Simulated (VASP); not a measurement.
Set up this calculation in VASP 6.6.1, as the native input.

```yaml
Task: single point
Functional: PBEsol
Potentials_or_basis: VASP PAW PBE potentials, release 64 (B, P)
Cutoff: 520 eV
k_mesh: 8 × 8 × 8
Occupations: gaussian, width 0.05 eV
Spin: no spin polarisation
Dipole_correction: no
Further_INCAR_settings: ALGO = Normal; EDIFF = 1e-06; NBANDS = 11
```

The structure of BP lies in POSCAR:

```
BP
1.0
    0.0000000000      2.2591600379      2.2591600379
    2.2591600379      0.0000000000      2.2591600379
    2.2591600379      2.2591600379      0.0000000000
B P
1 1
Direct
    0.0000000000      0.0000000000      0.0000000000
    0.7500000000      0.7500000000      0.7500000000
```

One way to write it, as run:

INCAR

```
PREC     = Accurate       # precision mode
ENCUT    = 520            # plane-wave cutoff, eV
EDIFF    = 1E-6           # SCF threshold, eV
ISMEAR   = 0              # smearing method
SIGMA    = 0.05           # smearing width, eV
LREAL    = F              # projectors in reciprocal space
LASPH    = T              # aspherical terms in the spheres
NELM     = 80             # most SCF steps
ALGO     = Normal         # electronic algorithm
ISIF     = 2              # what is computed and relaxed
LWAVE    = F              # write WAVECAR
LCHARG   = F              # write CHGCAR
GGA      = PS             # functional
NBANDS   = 11             # bands
```

KPOINTS

```
regular mesh
0
Gamma
  8 8 8
```

Potentials or basis: VASP PAW PBE potentials, release 64 (B, P).

Command:

```bash
$ cat potpaw_PBE.64/B/POTCAR potpaw_PBE.64/P/POTCAR > POTCAR
$ mpirun -np 1 vasp_std > vasp.out
```

Results of the run:

```
Pressure               : 0.3 GPa
Band gap on the k mesh : 1.15 eV, indirect (least direct gap 3.38 eV)
```

Caveat: the PAW data sets were made with another functional, which shifts forces and pressure a little.

Wall time 2.7 s on 1 thread of Intel(R) Xeon(R) 6975P-C (Granite Rapids) (shared host), peak memory 0.13 GiB.
